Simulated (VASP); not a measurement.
# FeO (Immm) in VASP: phonons with PBE+U

Aim: the phonons of FeO with PBE+U.

Program: VASP 6.6.1. These are calculated values, not measurements. Logs are shortened: lines on timing, memory, paths and dates and some standing lists are left out, and cuts for length are marked.

**1. The cell of the first run**

Symmetry: Immm, No. 71, orthorhombic system. The conventional cell has a = 3.062 Å, b = 3.123 Å, c = 4.330 Å, α = 90.00°, β = 90.00°, γ = 90.00°. Within 2.9 Å of Fe (site symmetry mmm) lie 6 O at 2.17 to 2.19 Å. Within 2.9 Å of O (site symmetry mmm) lie 6 Fe at 2.17 to 2.19 Å.

**2. Phonons, PBE+U, collinear spin, antiferromagnetic start**

Input file INCAR:

```
SYSTEM = FeO
PREC = Accurate
ENCUT = 520
EDIFF = 1E-8
ISMEAR = -1
SIGMA = 0.1
LREAL = .False.
LASPH = .True.
NELM = 150
ALGO = Normal
ISIF = 2
LWAVE = .False.
LCHARG = .True.
ISPIN = 2
MAGMOM = 4 -4 0 0
LORBIT = 11
LMAXMIX = 4
LDAU = .True.
LDAUTYPE = 2
LDAUL = 2 -1
LDAUU = 4 0
LDAUJ = 0 0
LDAUPRINT = 1
GGA = PE
IBRION = 6
NFREE = 2
POTIM = 0.015
NSW = 1
```

Input file KPOINTS:

```
regular mesh
0
Gamma
  5 5 3
  0 0 0
```

Input file POSCAR:

```
FeO
1.0
    3.0617723625      0.0000000000      0.0000000000
    0.0000000000      3.1230078098      0.0000000000
    0.0000000000      0.0000000000      4.3300000000
Fe O
2 2
Direct
    0.0000000000      0.0000000000      0.0000000000
    0.5000000000      0.5000000000      0.5000000000
    0.5000000000      0.5000000000      0.0000000000
    0.0000000000      0.0000000000      0.5000000000
```

Potentials or basis: VASP PAW PBE potentials, release 64 (Fe, O).

Run with:

```
> cat potpaw_PBE.64/Fe/POTCAR potpaw_PBE.64/O/POTCAR > POTCAR
> mpirun -np 1 vasp_std > vasp.out
```

OUTCAR:

```text
SYSTEM = FeO
   PREC = Accurate
   ENCUT = 520
   EDIFF = 1E-8
   ISMEAR = -1
   LREAL = .False.
   LASPH = .True.
   NELM = 150
   ISIF = 2
   ISPIN = 2
   LORBIT = 11
   GGA = PE
   IBRION = 6
   NFREE = 2
   POTIM = 0.015
   NSW = 1

 ion  position               nearest neighbor table
   1  0.000  0.000  0.000-   4 2.17   4 2.17   3 2.19   3 2.19   3 2.19   3 2.19   2 3.08   2 3.08
                             2 3.08   2 3.08   2 3.08   2 3.08   2 3.08   2 3.08
   2  0.500  0.500  0.500-   3 2.17   3 2.17   4 2.19   4 2.19   4 2.19   4 2.19   1 3.08   1 3.08
                             1 3.08   1 3.08   1 3.08   1 3.08   1 3.08   1 3.08
   3  0.500  0.500  0.000-   2 2.17   2 2.17   1 2.19   1 2.19   1 2.19   1 2.19
   4  0.000  0.000  0.500-   1 2.17   1 2.17   2 2.19   2 2.19   2 2.19   2 2.19

  LATTYP: Found a simple orthorhombic cell.
 ALAT       =     3.0617723625
 B/A-ratio  =     1.0200000000
 C/A-ratio  =     1.4142135624

  Lattice vectors:

 A1 = (   3.0617723625,   0.0000000000,   0.0000000000)
 A2 = (   0.0000000000,   3.1230078098,   0.0000000000)
 A3 = (   0.0000000000,   0.0000000000,   4.3300000000)

Analysis of symmetry for initial positions (statically):
=====================================================================
 Subroutine PRICEL returns following result:

  LATTYP: Found a body centered orthorhombic cell.
 ALAT       =     3.0617723625
 B/A-ratio  =     1.0200000000
 C/A-ratio  =     1.4142135624
[... 12 lines left out ...]
 Subroutine GETGRP returns: Found  8 space group operations
 (whereof  8 operations were pure point group operations)
 out of a pool of  8 trial point group operations.

The static configuration has the point symmetry D_2h.

Analysis of symmetry for dynamics (positions and initial velocities):
=====================================================================
 Subroutine PRICEL returns following result:

  LATTYP: Found a body centered orthorhombic cell.
 ALAT       =     3.0617723625
 B/A-ratio  =     1.0200000000
 C/A-ratio  =     1.4142135624
[... 12 lines left out ...]
 Subroutine GETGRP returns: Found  8 space group operations
 (whereof  8 operations were pure point group operations)
 out of a pool of  8 trial point group operations.

The dynamic configuration has the point symmetry D_2h.

Analysis of structural, dynamic, and magnetic symmetry:
=====================================================================
 Subroutine PRICEL returns following result:

  LATTYP: Found a body centered orthorhombic cell.
 ALAT       =     3.0617723625
 B/A-ratio  =     1.0200000000
 C/A-ratio  =     1.4142135624
[... 12 lines left out ...]
 Subroutine GETGRP returns: Found  8 space group operations
 (whereof  8 operations were pure point group operations)
 out of a pool of  8 trial point group operations.

The overall configuration has the point symmetry D_2h.

 Subroutine INISYM returns: Found  8 space group operations
 (whereof  8 operations are pure point group operations),
 and found     2 'primitive' translations

----------------------------------------------------------------------------------------

                                     Primitive cell

  volume of cell :      20.7016

  direct lattice vectors                    reciprocal lattice vectors
    -1.530886181 -1.561503905 -2.165000000     0.000000000 -0.320204130 -0.230946882
     1.530886181  1.561503905 -2.165000000     0.326608213  0.000000000 -0.230946882
     1.530886181 -1.561503905  2.165000000     0.326608213 -0.320204130  0.000000000

  length of vectors
     3.077195467  3.077195467  3.077195467     0.394800136  0.400011734  0.457387811

  position of ions in fractional coordinates (direct lattice)
     0.000000000  0.000000000  0.000000000
     0.500000000  0.500000000  0.000000000

  ion indices of the primitive-cell ions
   primitive index   ion index
[... 354 lines left out ...]
  o =  1.0078  v =  1.0000  0.0000  0.0000  0.0000  0.0000  0.0000  0.0000  0.0000  0.0000  0.0000      0.0000  0.0000  0.0000  0.0000  0.0000  0.0000  0.0000  0.0000  0.0000  0.0000
  o =  1.0130  v =  0.0000  0.0000 -0.9999 -0.0000 -0.0139  0.0000  0.0000  0.0000  0.0000  0.0000      0.0000  0.0000  0.0000  0.0000  0.0000  0.0000  0.0000  0.0000  0.0000  0.0000

atom =   2  type =  1  l = 2

 onsite density matrix

spin component  1

  0.0868  0.0000  0.0000  0.0000  0.0000
  0.0000  0.0293  0.0000 -0.0000  0.0000
  0.0000  0.0000  0.1132  0.0000 -0.0142
  0.0000 -0.0000  0.0000  0.0290  0.0000
  0.0000  0.0000 -0.0142  0.0000  0.9549

spin component  2

  1.0078  0.0000  0.0000  0.0000  0.0000
  0.0000  0.9632  0.0000 -0.0000  0.0000
  0.0000  0.0000  1.0130  0.0000  0.0007
  0.0000 -0.0000  0.0000  0.9630  0.0000
  0.0000  0.0000  0.0007  0.0000  0.9642

 occupancies and eigenvectors

  o =  0.0290  v =  0.0000 -0.0000  0.0000 -1.0000 -0.0000  0.0000  0.0000  0.0000  0.0000  0.0000      0.0000  0.0000  0.0000  0.0000  0.0000  0.0000  0.0000  0.0000  0.0000  0.0000
  o =  0.0293  v =  0.0000 -1.0000  0.0000  0.0000 -0.0000  0.0000  0.0000  0.0000  0.0000  0.0000      0.0000  0.0000  0.0000  0.0000  0.0000  0.0000  0.0000  0.0000  0.0000  0.0000
  o =  0.0868  v =  1.0000  0.0000  0.0000  0.0000  0.0000  0.0000  0.0000  0.0000  0.0000  0.0000      0.0000  0.0000  0.0000  0.0000  0.0000  0.0000  0.0000  0.0000  0.0000  0.0000
  o =  0.1129  v =  0.0000 -0.0000 -0.9999 -0.0000 -0.0169  0.0000  0.0000  0.0000  0.0000  0.0000      0.0000  0.0000  0.0000  0.0000  0.0000  0.0000  0.0000  0.0000  0.0000  0.0000
  o =  0.9552  v =  0.0000 -0.0000  0.0169  0.0000 -0.9999  0.0000  0.0000  0.0000  0.0000  0.0000      0.0000  0.0000  0.0000  0.0000  0.0000  0.0000  0.0000  0.0000  0.0000  0.0000
  o =  0.9630  v =  0.0000  0.0000  0.0000  0.0000  0.0000  0.0000 -0.0000 -0.0000 -1.0000  0.0000      0.0000  0.0000  0.0000  0.0000  0.0000  0.0000  0.0000  0.0000  0.0000  0.0000
  o =  0.9632  v =  0.0000  0.0000  0.0000  0.0000  0.0000  0.0000  1.0000 -0.0000 -0.0000  0.0000      0.0000  0.0000  0.0000  0.0000  0.0000  0.0000  0.0000  0.0000  0.0000  0.0000
  o =  0.9642  v =  0.0000  0.0000  0.0000  0.0000  0.0000  0.0000 -0.0000 -0.0139  0.0000  0.9999      0.0000  0.0000  0.0000  0.0000  0.0000  0.0000  0.0000  0.0000  0.0000  0.0000
  o =  1.0078  v =  0.0000  0.0000  0.0000  0.0000  0.0000  1.0000  0.0000  0.0000  0.0000  0.0000      0.0000  0.0000  0.0000  0.0000  0.0000  0.0000  0.0000  0.0000  0.0000  0.0000
  o =  1.0130  v =  0.0000  0.0000  0.0000  0.0000  0.0000  0.0000  0.0000  0.9999  0.0000  0.0139      0.0000  0.0000  0.0000  0.0000  0.0000  0.0000  0.0000  0.0000  0.0000  0.0000

 number of electron      27.9999986 magnetization      -0.0000001

 Free energy of the ion-electron system (eV)
  ---------------------------------------------------
  ext. energy  EPLUGINS =         0.00000000
  ---------------------------------------------------
  free energy    TOTEN  =       -27.04246684 eV

  energy without entropy =      -27.04237457  energy(sigma->0) =      -27.04242070

 E-fermi :   5.6064     XC(G=0): -11.8838

 val. band max:        4.6374902133   @ k =   0.4000   0.0000   0.0000
 cond. band min:       6.2346720686   @ k =   0.0000   0.0000   0.0000
 fundamental gap:      1.5971818553
 Fermi energy:         5.6063593997

 spin component 1

 k-point     1 :       0.0000    0.0000    0.0000
  band No.  band energies     occupation
      1     -14.1586      1.00000
      2     -13.0678      1.00000
      3      -1.0009      1.00000
      4       0.1592      1.00000
      5       0.2100      1.00000
      6       0.2211      1.00000
[... 354 lines left out ...]
      4      -1.2726      1.00000
      5      -1.0011      1.00000
      6      -0.7357      1.00000
[... 10 lines left out ...]
     17       8.4473      0.00000
     18       9.2712      0.00000
 Fermi energy:         5.6063593997

 spin component 2

 k-point     1 :       0.0000    0.0000    0.0000
  band No.  band energies     occupation
      1     -14.1586      1.00000
      2     -13.0680      1.00000
      3      -1.0008      1.00000
      4       0.1600      1.00000
      5       0.2107      1.00000
      6       0.2215      1.00000
[... 398 lines left out ...]
  FREE ENERGIE OF THE ION-ELECTRON SYSTEM (eV)
  ---------------------------------------------------
  free  energy   TOTEN  =       -27.0424668398 eV

  energy  without entropy=      -27.0423745687  energy(sigma->0) =      -27.04242070

 INTERNAL STRAIN TENSORS FROM DISPLACED ATOMS
 ============================================

 INTERNAL STRAIN TENSOR FOR ION    1 for displacements in x,y,z  (eV/Angst):
          X           Y           Z          XY          YZ          ZX
  --------------------------------------------------------------------------------
  x     0.00000     0.00000     0.00000     0.00000     0.00000     0.00000
  y     0.00000     0.00000     0.00000     0.00000     0.00000     0.00000
  z     0.00000     0.00000     0.00000     0.00000     0.00000     0.00000

 INTERNAL STRAIN TENSOR FOR ION    4 for displacements in x,y,z  (eV/Angst):
          X           Y           Z          XY          YZ          ZX
  --------------------------------------------------------------------------------
  x     0.00000     0.00000     0.00000     0.00000     0.00000     0.00000
  y     0.00000     0.00000     0.00000     0.00000     0.00000     0.00000
  z     0.00000     0.00000     0.00000     0.00000     0.00000     0.00000

 Eigenvectors and eigenvalues of the dynamical matrix
 ----------------------------------------------------

   1 f  =   12.817884 THz    80.537140 2PiTHz  427.558584 cm-1    53.010484 meV
             X         Y         Z           dx          dy          dz
      0.000000  0.000000  0.000000     0.000000   -0.000000   -0.087130
      1.530886  1.561504  2.165000    -0.000000    0.000000    0.087130
      1.530886  1.561504  0.000000    -0.000000    0.000000   -0.701718
      0.000000  0.000000  2.165000     0.000000   -0.000000    0.701718
[... 71 lines left out ...]
  12 f/i=    0.012405 THz     0.077943 2PiTHz    0.413789 cm-1     0.051303 meV
             X         Y         Z           dx          dy          dz
      0.000000  0.000000  0.000000     0.623877    0.000000   -0.000000
      1.530886  1.561504  2.165000     0.623877    0.000000   -0.000000
      1.530886  1.561504  0.000000     0.332832    0.000000   -0.000000
      0.000000  0.000000  2.165000     0.332832    0.000000   -0.000000

 ELASTIC MODULI CONTR FROM IONIC RELAXATION (kBar)
 Direction    XX          YY          ZZ          XY          YZ          ZX
 --------------------------------------------------------------------------------
 XX           0.0000      0.0000      0.0000      0.0000      0.0000      0.0000
 YY           0.0000      0.0000      0.0000      0.0000      0.0000      0.0000
 ZZ           0.0000      0.0000      0.0000      0.0000      0.0000      0.0000
 XY           0.0000      0.0000      0.0000      0.0000      0.0000      0.0000
 YZ           0.0000      0.0000      0.0000      0.0000      0.0000      0.0000
 ZX           0.0000      0.0000      0.0000      0.0000      0.0000      0.0000
 --------------------------------------------------------------------------------

 total charge

# of ion       s       p       d       tot
------------------------------------------
    1        0.285   0.346   6.102   6.733
    2        0.285   0.346   6.102   6.733
    3        1.552   3.457   0.000   5.009
    4        1.552   3.457   0.000   5.009
--------------------------------------------------
tot          3.674   7.607  12.204  23.485

 magnetization (x)

# of ion       s       p       d       tot
------------------------------------------
    1        0.028   0.030   3.693   3.751
    2       -0.028  -0.030  -3.693  -3.751
    3        0.006   0.020   0.000   0.026
    4       -0.006  -0.020   0.000  -0.026
--------------------------------------------------
tot          0.000   0.000   0.000   0.000
```

Run time: 6.7 min. Hardware: 1 thread of AMD EPYC 7R43 (Zen 3), shared host; peak memory 0.15 GiB.

What came out:

* Net moment: 0.00 μB per cell
* Site moments: Fe +3.75, -3.75; O +0.03, -0.03 μB
* Valence electrons inside the program's atomic spheres: Fe 6.73; O 5.01
* Highest phonon frequency at Γ, LO-TO splitting left out: 428 cm⁻¹

Phonon frequencies in cm⁻¹ (negative: imaginary):
```tsv
q point	frequencies
(0.000, 0.000, 0.000)	0 0 0 155 159 180 183 301 309 378 386 428
```

Eigenvalues of the final occupation matrices:
```csv
site,spin,trace,eigenvalues
site 1 d,1,4.91,0.96 0.96 0.96 1.01 1.01
site 1 d,2,1.21,0.03 0.03 0.09 0.11 0.96
site 2 d,1,1.21,0.03 0.03 0.09 0.11 0.96
site 2 d,2,4.91,0.96 0.96 0.96 1.01 1.01
```

Caveat: the k points lie up to 0.48 Å⁻¹ apart; the cell stands under pressure or tension, which shifts response properties. The state reached can hang on the start; a lower one may exist.
